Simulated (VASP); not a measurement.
# AsSe3 (P6_3/mmc) in VASP: further runs, part 2 of 2

VASP 6.6.1. Earlier steps stand in the parts before.

## Step 4: Relaxation of cell and atoms, PBE

This run uses another cell than the first one, of 25.47 Å³/atom.

The input, INCAR:

```
SYSTEM = AsSe3
ALGO = Normal ; EDIFF = 1E-6
EDIFFG = -0.04 ; ENCUT = 600
GGA = PE ; IBRION = 2
ISIF = 3 ; ISMEAR = 0
LASPH = .TRUE. ; LCHARG = .FALSE.
LREAL = .FALSE. ; LWAVE = .FALSE.
NELM = 100 ; NSW = 90
PREC = Accurate ; SIGMA = 0.1
```

The input, KPOINTS:

```
k-points
0
G
  3 3 4
  0 0 0
```

The input, POSCAR:

```
AsSe3
1.0
    6.6188435100      0.0000000000      0.0000000000
   -3.3094217600      5.7320866200      0.0000000000
    0.0000000000      0.0000000000      5.3701978700
As Se
2 6
Direct
    0.3333333300      0.6666666700      0.7500000000
    0.6666666700      0.3333333300      0.2500000000
    0.1686046000      0.3372091900      0.2500000000
    0.6627908100      0.8313954000      0.2500000000
    0.1686046000      0.8313954000      0.2500000000
    0.8313954000      0.6627908100      0.7500000000
    0.3372091900      0.1686046000      0.7500000000
    0.8313954000      0.1686046000      0.7500000000
```

Potentials or basis: VASP PAW PBE potentials, release 64 (As, Se).

The run is started by

```bash
> cat potpaw_PBE.64/As/POTCAR potpaw_PBE.64/Se/POTCAR > POTCAR
> mpirun -np 1 vasp_std > vasp.out
```

OUTCAR:

```text
SYSTEM = AsSe3
   EDIFF = 1E-6
   EDIFFG = -0.04
   ENCUT = 600
   GGA = PE
   IBRION = 2
   ISIF = 3
   ISMEAR = 0
   LASPH = .TRUE.
   LREAL = .FALSE.
   NELM = 100
   NSW = 90
   PREC = Accurate

 ion  position               nearest neighbor table
   1  0.333  0.667  0.750-
   2  0.667  0.333  0.250-
   3  0.169  0.337  0.250-
   4  0.663  0.831  0.250-
   5  0.169  0.831  0.250-
   6  0.831  0.663  0.750-
   7  0.337  0.169  0.750-
   8  0.831  0.169  0.750-

  LATTYP: Found a hexagonal cell.
 ALAT       =     6.6188435100
 C/A-ratio  =     0.8113498773

  Lattice vectors:

 A1 = (   6.6188435100,   0.0000000000,   0.0000000000)
 A2 = (  -3.3094217600,   5.7320866200,   0.0000000000)
 A3 = (   0.0000000000,   0.0000000000,   5.3701978700)

Analysis of symmetry for initial positions (statically):
=====================================================================
 Subroutine PRICEL returns:
 Original cell was already a primitive cell.

 Routine SETGRP: Setting up the symmetry group for a
 hexagonal supercell.

 Subroutine GETGRP returns: Found 24 space group operations
 (whereof 12 operations were pure point group operations)
 out of a pool of 24 trial point group operations.

The static configuration has the point symmetry D_3d.
 The point group associated with its full space group is D_6h.

Analysis of symmetry for dynamics (positions and initial velocities):
=====================================================================
 Subroutine PRICEL returns:
 Original cell was already a primitive cell.

 Routine SETGRP: Setting up the symmetry group for a
 hexagonal supercell.

 Subroutine GETGRP returns: Found 24 space group operations
 (whereof 12 operations were pure point group operations)
 out of a pool of 24 trial point group operations.

The dynamic configuration has the point symmetry D_3d.
 The point group associated with its full space group is D_6h.

 Subroutine INISYM returns: Found 24 space group operations
 (whereof 12 operations are pure point group operations),
 and found     1 'primitive' translations

----------------------------------------------------------------------------------------

                                     Primitive cell

  volume of cell :     203.7441

  direct lattice vectors                    reciprocal lattice vectors
     6.618843510  0.000000000  0.000000000     0.151083796  0.087228270  0.000000000
    -3.309421760  5.732086620  0.000000000     0.000000000  0.174456540  0.000000000
     0.000000000  0.000000000  5.370197870     0.000000000  0.000000000  0.186212878

  length of vectors
     6.618843510  6.618843510  5.370197870     0.174456540  0.174456540  0.186212878

  position of ions in fractional coordinates (direct lattice)
     0.333333330  0.666666670  0.750000000
     0.666666670  0.333333330  0.250000000
     0.168604600  0.337209190  0.250000000
     0.662790810  0.831395400  0.250000000
     0.168604600  0.831395400  0.250000000
     0.831395400  0.662790810  0.750000000
     0.337209190  0.168604600  0.750000000
     0.831395400  0.168604600  0.750000000

  ion indices of the primitive-cell ions
   primitive index   ion index
                 1           1
                 2           2
                 3           3
                 4           4
                 5           5
                 6           6
                 7           7
[... 44 lines left out ...]
   ions per type =               2   6
   NGX,Y,Z   is equivalent  to a cutoff of  13.56, 13.56, 14.86 a.u.
   NGXF,Y,Z  is equivalent  to a cutoff of  27.13, 27.13, 29.72 a.u.
 SYSTEM =  AsSe3
   PREC   = accura    normal or accurate (medium, high low for compatibility)
   ISTART =      0    job   : 0-new  1-cont  2-samecut
   ICHARG =      2    charge: 1-file 2-atom 10-const
   ISPIN  =      1    spin polarized calculation?
   LNONCOLLINEAR =      F non collinear calculations
   LSORBIT =      F    spin-orbit coupling
   LASPH  =      T    aspherical Exc in radial PAW
   ENCUT  =  600.0 eV  44.10 Ry    6.64 a.u.  13.22 13.22 10.73*2*pi/ulx,y,z
   NELM   =    100;   NELMIN=  2; NELMDL= -5     # of ELM steps
   EDIFF  = 0.1E-05   stopping-criterion for ELM
   LREAL  =      F    real-space projection
   EDIFFG = -.4E-01   stopping-criterion for IOM
   NSW    =     90    number of steps for IOM
   IBRION =      2    ionic relax: 0-MD 1-quasi-New 2-CG
   NFREE  =      1    steps in history (QN), initial steepest desc. (CG)
   ISIF   =      3    stress and relaxation
   ISYM   =      2    0-nonsym 1-usesym 2-fastsym
   POTIM  = 0.5000    time-step for ionic-motion
   TEBEG  =    0.0;   TEEND  =   0.0 temperature during run
   PSTRESS=    0.0 pullay stress
   NELECT =      46.0000    total number of electrons
   NUPDOWN=      -1.0000    fix difference up-down
   EMIN   =  10.00;   EMAX   =-10.00  energy-range for DOS
   EFERMI =   0.00;   METHOD = LEGACY
   ISMEAR =     0;   SIGMA  =   0.10  broadening in eV -4-tet -1-fermi 0-gaus
   EFERMI_NEDOS =   21; number of points for ismear=-14 and -15
   IALGO  =     38    algorithm
   IMIX   =      4    mixing-type and parameters
     AMIX     =   0.40;   BMIX     =  1.00
     AMIX_MAG =   1.60;   BMIX_MAG =  1.00
  volume/ion in A,a.u.               =      25.47       171.87
  Fermi-wavevector in a.u.,A,eV,Ry     =   0.996856  1.883785 13.520405  0.993722
  Thomas-Fermi vector in A             =   2.128973
   LORBIT       =      0    0 simple, 1 ext, 2 COOP (PROOUT), +10 PAW based schemes
   GGA     = PE    functional components
   LHFCALC =     F    Hartree Fock is set to
   AEXX    =    0.0000 exact exchange contribution
   IVDW    =     0    specifies the selected vdW correction
   LEPSILON=     F    determine dielectric tensor
   LRPA    =     F    only Hartree local field effects (RPA)
 conjugate gradient relaxation of ions
 non-spin polarized calculation
 Gauss-broadening in eV      SIGMA  =   0.10
  energy-cutoff  :      600.00
  volume of cell :      203.74
 maximum number of plane-waves:      6825
 NGX is ok and might be reduce to    54
   NGX = 27   NGY = 27   NGZ = 21

--------------------------------------- Ionic step        1  -------------------------------------------

 number of electron      45.9999998 magnetization

 Free energy of the ion-electron system (eV)
  ---------------------------------------------------
  ext. energy  EPLUGINS =         0.00000000
  ---------------------------------------------------
  free energy    TOTEN  =       -23.69621218 eV

  energy without entropy =      -23.62215136  energy(sigma->0) =      -23.65918177

------------------------ aborting loop because EDIFF is reached ----------------------------------------

  FORCE on cell =-STRESS in cart. coord.  units (eV):
  Direction    XX          YY          ZZ          XY          YZ          ZX
  --------------------------------------------------------------------------------------
  -------------------------------------------------------------------------------------
  Total      -10.4588644    -10.4588643    -15.0233261      0.0000000     -0.0000000      0.0000000
  in kB      -82.2450876    -82.2450875   -118.1385215      0.0000001     -0.0000000      0.0000000
  external PRESSURE =     -94.2095655 kB  Pullay stress =       0.0000000 kB
[... 107 lines left out ...]
  FREE ENERGIE OF THE ION-ELECTRON SYSTEM (eV)
  ---------------------------------------------------
  free  energy   TOTEN  =       -25.4870535865 eV

  energy  without entropy=      -25.4164984492  energy(sigma->0) =      -25.45177602

 E-fermi :   5.4267     XC(G=0): -10.5253

 val. band max:        5.3890154198   @ k =   0.0000   0.0000   0.5000
 cond. band min:       5.4414362908   @ k =   0.3333   0.0000   0.0000
 fundamental gap:      0.0524208710
 Fermi energy:         5.4266989049

 k-point     1 :       0.0000    0.0000    0.0000
  band No.  band energies     occupation
      1     -10.3830      2.00000
      2      -7.9303      2.00000
      3      -7.9303      2.00000
      4      -7.4477      2.00000
      5      -6.5625      2.00000
      6      -6.5625      2.00000
[... 268 lines left out ...]
     27       8.0192      0.00000
     28       8.0192      0.00000

[... ionic steps 4 to 16 ...]

--------------------------------------- Ionic step       17  -------------------------------------------

 number of electron      45.9999994 magnetization

------------------------ aborting loop because EDIFF is reached ----------------------------------------
[... 79 lines left out ...]
--------------------------------------- Ionic step       19  -------------------------------------------

 number of electron      45.9999996 magnetization

 Free energy of the ion-electron system (eV)
  ---------------------------------------------------
  ext. energy  EPLUGINS =         0.00000000
  ---------------------------------------------------
  free energy    TOTEN  =       -28.11877898 eV

  energy without entropy =      -28.08623300  energy(sigma->0) =      -28.10250599

 E-fermi :   4.3134     XC(G=0):  -9.7490

 val. band max:        4.2786769604   @ k =   0.3333   0.0000   0.0000
 cond. band min:       4.3346564140   @ k =   0.3333   0.3333   0.0000
 fundamental gap:      0.0559794536
 Fermi energy:         4.3134468418

 k-point     1 :       0.0000    0.0000    0.0000
  band No.  band energies     occupation
      1     -11.1341      2.00000
      2      -9.5433      2.00000
      3      -9.3651      2.00000
      4      -9.3651      2.00000
      5      -8.2709      2.00000
      6      -8.2709      2.00000
[... 303 lines left out ...]
  FREE ENERGIE OF THE ION-ELECTRON SYSTEM (eV)
  ---------------------------------------------------
  free  energy   TOTEN  =       -28.1187789842 eV

  energy  without entropy=      -28.0862329961  energy(sigma->0) =      -28.10250599

 reached required accuracy - stopping structural energy minimisation
```

It took 20 min on 1 thread of Intel Xeon 6975P-C (Granite Rapids), shared host; peak memory 0.41 GiB.

Results:

| Property | Result |
| --- | --- |
| Free energy | -28.1188 eV |
| Relaxed volume | 23.11 Å³/atom |
| Relaxed cell | a = 7.692 Å, b = 7.692 Å, c = 3.608 Å, α = 90.00°, β = 90.00°, γ = 120.00° |
| Space group after relaxing (to 0.1 Å) | P6_3/mmc (No. 194) |
| Energy gained by relaxing | 552.8 meV/atom |
| Ionic steps | 19 |
| Pressure after relaxing | 0.1 GPa |
| Largest force after relaxing | 0.007 eV/Å |
| Band gap on the k mesh | zero (bands 23 and 24 overlap by 1.52 eV) |

Forces in eV/Å, atoms in the order of the input:
```
As   0.000  0.000  0.000
As   0.000  0.000  0.000
Se   0.000  0.007  0.000
Se  -0.006 -0.003  0.000
Se   0.006 -0.003  0.000
Se   0.000 -0.007  0.000
Se   0.006  0.003  0.000
Se  -0.006  0.003  0.000
```

Stress tensor (GPa, compression positive):
```
0.03 0.00 0.00
0.00 0.03 0.00
0.00 0.00 0.14
```

The path:
```tsv
step	energy change (eV)	largest force (eV/Å)	pressure (GPa)	volume (Å³)
1	0.0000	0.4809	-9.42	203.74
2	-1.7651	0.3006	-0.63	162.65
3	-1.7908	0.2585	1.12	158.63
4	-2.4097	0.1510	4.02	153.77
5	-2.5289	0.0368	6.09	151.47
6	-2.9795	0.1792	1.30	162.21
7	-3.4863	0.0113	-3.25	180.54
8	-3.3024	0.3339	-7.82	217.64
9	-3.5771	0.0923	-5.14	192.17
10	-3.8133	0.1248	-5.03	195.45
11	-4.0774	0.3905	-4.68	203.09
12	-4.1004	0.3187	-4.83	200.95
13	-4.3121	0.2492	-2.90	192.69
14	-4.4076	0.1414	-0.23	184.05
15	-4.4086	0.1263	0.12	183.07
16	-4.4085	0.1318	0.00	183.42
17	-4.4111	0.1198	0.00	183.56
18	-4.4173	0.0827	0.01	184.00
19	-4.4226	0.0066	0.07	184.86
```

Final structure:
```xyz
8
Lattice="7.6916 0.0000 0.0000 -3.8458 6.6611 0.0000 0.0000 0.0000 3.6081" Properties=species:S:1:pos:R:3 pbc="T T T"
As    0.0000    4.4407    2.7061
As    3.8458    2.2204    0.9020
Se    0.0000    2.4108    0.9020
Se    1.7579    5.4557    0.9020
Se   -1.7579    5.4557    0.9020
Se    3.8458    4.2502    2.7061
Se    2.0879    1.2054    2.7061
Se    5.6037    1.2054    2.7061
```

Levels at points of the mesh, in eV from the Fermi level:
```
           k point  band 20  band 21  band 22  band 23  band 24  band 25  band 26  band 27
(0.00, 0.00, 0.00)    -1.54    -0.28    -0.28     0.11     0.11     0.23     1.50     1.50
(0.00, 0.00, 0.50)    -1.40    -0.92    -0.92    -0.75    -0.75    -0.75    -0.75     1.46
```

Caveat: the k points lie up to 0.44 Å⁻¹ apart in the final cell, too coarse for converged energies and pressures of a metal; a cell axis changed by over 15 % at a fixed basis, so the end point is rough.

## Step 5: Relaxation of cell and atoms, PBE

This run uses another cell than the first one, of 23.07 Å³/atom.

INCAR, as its differences from that of step 4:

```diff
@@ -7,3 +7,3 @@
 LREAL = .FALSE. ; LWAVE = .FALSE.
-NELM = 100 ; NSW = 90
+NELM = 80 ; NSW = 90
 PREC = Accurate ; SIGMA = 0.1
```

The input, KPOINTS:

```
k-points
0
G
  3 3 6
  0 0 0
```

The input, POSCAR:

```
AsSe3
1.0
    7.6831714157      0.0000000000      0.0000000000
   -3.8415857079      6.6538216276      0.0000000000
    0.0000000000      0.0000000000      3.6102324795
As Se
2 6
Direct
    0.3333333333      0.6666666667      0.7500000000
    0.6666666667      0.3333333333      0.2500000000
    0.1811121539      0.3622243077      0.2500000000
    0.6377756923      0.8188878461      0.2500000000
    0.1811121539      0.8188878461      0.2500000000
    0.8188878461      0.6377756923      0.7500000000
    0.3622243077      0.1811121539      0.7500000000
    0.8188878461      0.1811121539      0.7500000000
```

The run is started by

```bash
> cat potpaw_PBE.64/As/POTCAR potpaw_PBE.64/Se/POTCAR > POTCAR
> mpirun -np 1 vasp_std > vasp.out
```

Wall time 7.2 min (1 thread of Intel Xeon 6975P-C (Granite Rapids), shared host); peak memory 0.39 GiB.

Results (log left out):

| Property | Result |
| --- | --- |
| Free energy | -28.1075 eV |
| Relaxed volume | 22.65 Å³/atom |
| Relaxed cell | a = 7.441 Å, b = 7.441 Å, c = 3.780 Å, α = 90.00°, β = 90.00°, γ = 120.00° |
| Space group after relaxing (to 0.1 Å) | P6_3/mmc (No. 194) |
| Energy gained by relaxing | 5.5 meV/atom |
| Ionic steps | 7 |
| Pressure after relaxing | 0.1 GPa |
| Largest force after relaxing | 0.017 eV/Å |
| Band gap on the k mesh | zero (bands 23 and 24 overlap by 1.19 eV) |

Forces in eV/Å, atoms in the order of the input:
```
As   0.000  0.000  0.000
As   0.000  0.000  0.000
Se   0.000 -0.017  0.000
Se   0.014  0.008  0.000
Se  -0.014  0.008  0.000
Se   0.000  0.017  0.000
Se  -0.014 -0.008  0.000
Se   0.014 -0.008  0.000
```

The path:
```tsv
step	energy change (eV)	largest force (eV/Å)	pressure (GPa)	volume (Å³)
1	0.0000	0.0465	0.20	184.56
2	-0.0163	0.0257	-0.25	185.32
3	-0.0237	0.0181	-0.99	186.61
4	-0.0336	0.0028	-0.61	184.98
5	-0.0423	0.0205	0.10	181.98
6	-0.0426	0.0260	0.27	181.22
7	-0.0438	0.0165	0.10	181.24
```

Final structure:
```yaml
crystal:
  lattice:
    - [7.44085, 0.00000, 0.00000]
    - [-3.72042, 6.44396, 0.00000]
    - [0.00000, 0.00000, 3.77981]
  atoms:
    - { symbol: As, position: [0.33333, 0.66667, 0.75000] }
    - { symbol: As, position: [0.66667, 0.33333, 0.25000] }
    - { symbol: Se, position: [0.18026, 0.36051, 0.25000] }
    - { symbol: Se, position: [0.63949, 0.81974, 0.25000] }
    - { symbol: Se, position: [0.18026, 0.81974, 0.25000] }
    - { symbol: Se, position: [0.81974, 0.63949, 0.75000] }
    - { symbol: Se, position: [0.36051, 0.18026, 0.75000] }
    - { symbol: Se, position: [0.81974, 0.18026, 0.75000] }
```

Levels at points of the mesh, in eV from the Fermi level:
```csv
k point,band 19,band 20,band 21,band 22,band 23,band 24,band 25,band 26,band 27,band 28
"(0.00, 0.00, 0.00)",-1.83,-1.83,-0.52,-0.52,-0.17,-0.10,-0.10,1.41,1.59,1.59
"(0.00, 0.00, 0.50)",-1.24,-1.24,-0.40,-0.40,-0.40,-0.40,-0.40,-0.40,1.71,1.71
```

## Step 6: Overview

```tsv
task	cell	k mesh	cutoff (eV)	gap on the mesh (eV)	pressure (GPa)	relaxed volume (Å³/atom)	largest force (eV/Å)
single point	a = 7.540, b = 7.540, c = 3.718 Å, angles 90.0, 90.0, 120.0°, 8 atoms, atomic positions A	3 × 3 × 6	520	none	0.0	-	0.03
single point	a = 7.484, b = 7.484, c = 3.730 Å, angles 90.0, 90.0, 120.0°, 8 atoms, atomic positions B	6 × 6 × 10	520	none	0.0	-	-
relaxation of cell and atoms	relaxed from a = 6.619, b = 6.619, c = 5.370 Å, angles 90.0, 90.0, 120.0°, 8 atoms, atomic positions C	3 × 3 × 4	600	none	0.1	23.11	0.01
relaxation of cell and atoms	relaxed from a = 7.683, b = 7.683, c = 3.610 Å, angles 90.0, 90.0, 120.0°, 8 atoms, atomic positions D	3 × 3 × 6	600	none	0.1	22.65	0.02
```

Alike in all rows: level PBE; potentials or basis VASP PAW PBE potentials, release 64 (As, Se); no spin polarisation; smearing gaussian 0.1 eV.

Caveats: some runs use coarse meshes; a cell axis changed by over 15 % at a fixed basis, so the end point is rough (at least some runs).

Absolute energies hang on the potentials; compare differences alone.

The gap in the log of VASP goes by the Fermi energy; the results here count the filled bands.